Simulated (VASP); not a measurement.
## AlNi: single point with PBEsol

AlNi:

```
CELL_PARAMETERS angstrom
2.86217 0.00000 0.00000
0.00000 2.86217 0.00000
0.00000 0.00000 2.86217
ATOMIC_POSITIONS crystal
Al 0.00000 0.00000 0.00000
Ni 0.55043 0.55043 0.55043
```

This cell differs from its parent crystal: all Ni atoms moved -0.250 Å, as atom 2 towards its neighbour atom 1 (Al) at 2.479 Å.

```
Program             : VASP 6.6.1
Task                : single point
Functional          : PBEsol
Potentials or basis : VASP PAW PBE potentials, release 64 (Al, Ni)
Cutoff              : 520 eV
k mesh              : 20 × 20 × 20
Occupations         : gaussian, width 0.15 eV
Spin                : no spin polarisation
```

```
Pressure      : 4.6 GPa
Largest force : 1.792 eV/Å
```

Forces on the atoms (eV/Å):
```
Al   1.034  1.034  1.034
Ni  -1.034 -1.034 -1.034
```

Stress tensor (GPa, compression positive):
```
4.64 3.37 3.37
3.37 4.64 3.37
3.37 3.37 4.64
```

Levels at points of the mesh, in eV from the Fermi level:
| k point | band 2 | band 3 | band 4 | band 5 | band 6 | band 7 | band 8 | band 9 | band 10 | band 11 |
| --- | --- | --- | --- | --- | --- | --- | --- | --- | --- | --- |
| (0.00, 0.00, 0.00) | -3.39 | -3.39 | -1.69 | -1.59 | -1.59 | 5.57 | 5.57 | 5.75 | 8.32 | 8.32 |
| (0.50, 0.00, 0.00) | -6.75 | -2.91 | -2.35 | -2.32 | -1.54 | -0.68 | 8.45 | 10.11 | 10.14 | 11.02 |
| (0.50, 0.50, 0.00) | -3.65 | -2.97 | -2.78 | -2.13 | -2.08 | -1.07 | 1.49 | 2.55 | 12.67 | 14.64 |
| (0.50, 0.50, 0.50) | -4.19 | -4.19 | -1.04 | -1.04 | 1.84 | 1.93 | 1.93 | 3.53 | 4.64 | 4.64 |

Run time: 2.1 min on 1 thread of Intel(R) Xeon(R) 6975P-C (Granite Rapids) (shared host), peak memory 0.36 GiB.

Caveat: the cell differs from its parent crystal (all Ni atoms moved -0.250 Å, as atom 2 towards its neighbour atom 1 (Al) at 2.479 Å); the PAW data sets were made with another functional, which shifts forces and pressure a little. Spin polarisation is off, so any magnetic state and its effect on volume and gap are missing.
